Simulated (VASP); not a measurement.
# SnSe (I4/mmm) in VASP: a series of runs, part 3 of 3

VASP 6.6.1. Earlier steps stand in the parts before.

### 6 Single point, LDA

This run uses another cell than the first one, of the same volume but with other edges.

INCAR reads:

```
  ALGO = Normal
  EDIFF = 1E-6
  ENCUT = 520
  ISIF = 2
  ISMEAR = 0
  LASPH = True
  LCHARG = False
  LREAL = False
  LWAVE = False
  NBANDS = 17
  NELM = 80
  PREC = Accurate
  SIGMA = 0.05
```

KPOINTS reads:

```
k-points
0
Gamma
  10 10 10
```

POSCAR reads:

```
SnSe
1.0
    0.0000000000      3.2010812015      2.4968433371
    3.2010812015      0.0000000000      2.4968433371
    3.2010812015      3.2010812015      0.0000000000
Sn Se
1 1
Direct
    0.0000000000      0.0000000000      0.0000000000
    0.5000000000      0.5000000000      0.5000000000
```

Potentials or basis: VASP PAW LDA potentials, release 64 (Sn_d, Se).

The run is started by

```
$ cat potpaw_LDA.64/Sn_d/POTCAR potpaw_LDA.64/Se/POTCAR > POTCAR
$ mpirun -np 1 vasp_std > vasp.out
```

OUTCAR:

```text
EDIFF = 1E-6
   ENCUT = 520
   ISIF = 2
   ISMEAR = 0
   LASPH = True
   LREAL = False
   NELM = 80
   PREC = Accurate

 ion  position               nearest neighbor table
   1  0.000  0.000  0.000-   2 2.50   2 2.50   2 3.20   2 3.20   2 3.20   2 3.20
   2  0.500  0.500  0.500-   1 2.50   1 2.50   1 3.20   1 3.20   1 3.20   1 3.20

  LATTYP: Found a body centered tetragonal cell.
 ALAT       =     4.5270124494
 C/A-ratio  =     1.1030865786

  Lattice vectors:

 A1 = (   0.0000000000,  -3.2010812015,  -2.4968433371)
 A2 = (   0.0000000000,   3.2010812015,  -2.4968433371)
 A3 = (   3.2010812015,   0.0000000000,   2.4968433371)

Analysis of symmetry for initial positions (statically):
=====================================================================
 Subroutine PRICEL returns:
 Original cell was already a primitive cell.

 Routine SETGRP: Setting up the symmetry group for a
 body centered tetragonal supercell.

 Subroutine GETGRP returns: Found 16 space group operations
 (whereof 16 operations were pure point group operations)
 out of a pool of 16 trial point group operations.

The static configuration has the point symmetry D_4h.

Analysis of symmetry for dynamics (positions and initial velocities):
=====================================================================
 Subroutine PRICEL returns:
 Original cell was already a primitive cell.

 Routine SETGRP: Setting up the symmetry group for a
 body centered tetragonal supercell.

 Subroutine GETGRP returns: Found 16 space group operations
 (whereof 16 operations were pure point group operations)
 out of a pool of 16 trial point group operations.

The dynamic configuration has the point symmetry D_4h.

 Subroutine INISYM returns: Found 16 space group operations
 (whereof 16 operations are pure point group operations),
 and found     1 'primitive' translations

----------------------------------------------------------------------------------------

                                     Primitive cell

  volume of cell :      51.1699

[... 110 lines left out ...]
  Fermi-wavevector in a.u.,A,eV,Ry     =   1.196961  2.261928 19.493274  1.432715
  Thomas-Fermi vector in A             =   2.332888
   LORBIT       =      0    0 simple, 1 ext, 2 COOP (PROOUT), +10 PAW based schemes
   GGA     = CA    functional components
   LHFCALC =     F    Hartree Fock is set to
   AEXX    =    0.0000 exact exchange contribution
   IVDW    =     0    specifies the selected vdW correction
   LEPSILON=     F    determine dielectric tensor
   LRPA    =     F    only Hartree local field effects (RPA)
 non-spin polarized calculation
 Gauss-broadening in eV      SIGMA  =   0.05
  energy-cutoff  :      520.00
  volume of cell :       51.17
 maximum number of plane-waves:      1401
   NGX = 15   NGY = 15   NGZ = 17

 number of electron      20.0000001 magnetization

 Free energy of the ion-electron system (eV)
  ---------------------------------------------------
  ext. energy  EPLUGINS =         0.00000000
  ---------------------------------------------------
  free energy    TOTEN  =        -8.43121373 eV

  energy without entropy =       -8.42974527  energy(sigma->0) =       -8.43047950

 E-fermi :   6.6317     XC(G=0): -10.1087

 val. band max:        6.6142664699   @ k =  -0.3000   0.1000   0.0000
 cond. band min:       6.6823313505   @ k =   0.5000   0.3000   0.2000
 fundamental gap:      0.0680648806
 Fermi energy:         6.6316976749

 k-point     1 :       0.0000    0.0000    0.0000
  band No.  band energies     occupation
      1     -15.5530      2.00000
      2     -15.4309      2.00000
      3     -15.4289      2.00000
      4     -15.4289      2.00000
      5     -15.4135      2.00000
      6      -8.5472      2.00000
[... 457 lines left out ...]
      4     -15.4067      2.00000
      5     -15.4037      2.00000
      6      -7.2030      2.00000
[... 9 lines left out ...]
     16      16.3460      0.00000
     17      18.7968      0.00000

 [... further k-points ...]

------------------------ aborting loop because EDIFF is reached ----------------------------------------

  FORCE on cell =-STRESS in cart. coord.  units (eV):
  Direction    XX          YY          ZZ          XY          YZ          ZX
  --------------------------------------------------------------------------------------
  -------------------------------------------------------------------------------------
  Total       -1.5713088     -1.5713088     11.3360583      0.0000000      0.0000000     -0.0000000
  in kB      -49.1991329    -49.1991329    354.9424829      0.0000000      0.0000000     -0.0000000
  external PRESSURE =      85.5147390 kB  Pullay stress =       0.0000000 kB

 VOLUME and BASIS-vectors are now :
 -----------------------------------------------------------------------------
  energy-cutoff  :      520.00
  volume of cell :       51.17
      direct lattice vectors                 reciprocal lattice vectors
     0.000000000  3.201081202  2.496843337    -0.156197225  0.156197225  0.200252852
     3.201081202  0.000000000  2.496843337     0.156197225 -0.156197225  0.200252852
     3.201081202  3.201081202  0.000000000     0.156197225  0.156197225 -0.200252852

 POSITION                                       TOTAL-FORCE (eV/Angst)
 -----------------------------------------------------------------------------------
      0.00000      0.00000      0.00000        -0.000000      0.000000      0.000000
      3.20108      3.20108      2.49684         0.000000     -0.000000     -0.000000
 -----------------------------------------------------------------------------------
    total drift:                               -0.000000      0.000000      0.000000

  FREE ENERGIE OF THE ION-ELECTRON SYSTEM (eV)
  ---------------------------------------------------
  free  energy   TOTEN  =        -8.4312137275 eV

  energy  without entropy=       -8.4297452678  energy(sigma->0) =       -8.43047950
```

Wall time 80 s (1 thread of Intel Xeon 8259CL, shared host); peak memory 0.22 GiB.

What came out:

* Free energy: -8.4312 eV
* Pressure: 8.6 GPa
* Band gap on the k mesh: zero (bands 10 and 11 overlap by 0.93 eV)

Stress tensor (GPa, compression positive):
```
-4.92  0.00  0.00
 0.00 -4.92  0.00
 0.00  0.00 35.49
```

Caveat: the cell stands under pressure; spin-orbit coupling is left out, which moves the levels of the heavy elements.

### 7 Overview

```csv
cell,gap on the mesh (eV),pressure (GPa)
"a = 4.051, b = 4.051, c = 4.678 Å, angles 54.7, 54.7, 70.5°, 2 atoms",none,17.9
"a = 4.547, b = 4.547, c = 3.713 Å, angles 65.9, 65.9, 48.2°, 2 atoms",none,13.0
"a = 4.083, b = 4.083, c = 4.399 Å, angles 57.4, 57.4, 65.2°, 2 atoms",none,3.9
"a = 4.331, b = 4.331, c = 3.921 Å, angles 63.1, 63.1, 53.8°, 2 atoms",none,4.6
"a = 4.060, b = 4.060, c = 4.527 Å, angles 56.1, 56.1, 67.8°, 2 atoms",none,8.6
```

Alike in all rows: task single point; level LDA; potentials or basis VASP PAW LDA potentials, release 64 (Sn_d, Se); no spin polarisation; k mesh 10 × 10 × 10; cutoff (eV) 520; smearing gaussian 0.05 eV.

Caveats: the cell stands under pressure; spin-orbit coupling is left out, which moves the levels of the heavy elements; semilocal functionals underestimate gaps, so a narrow gap can read as zero (at least some runs).

Total energies depend on the potentials used, so only differences within one code and one set of settings carry meaning.
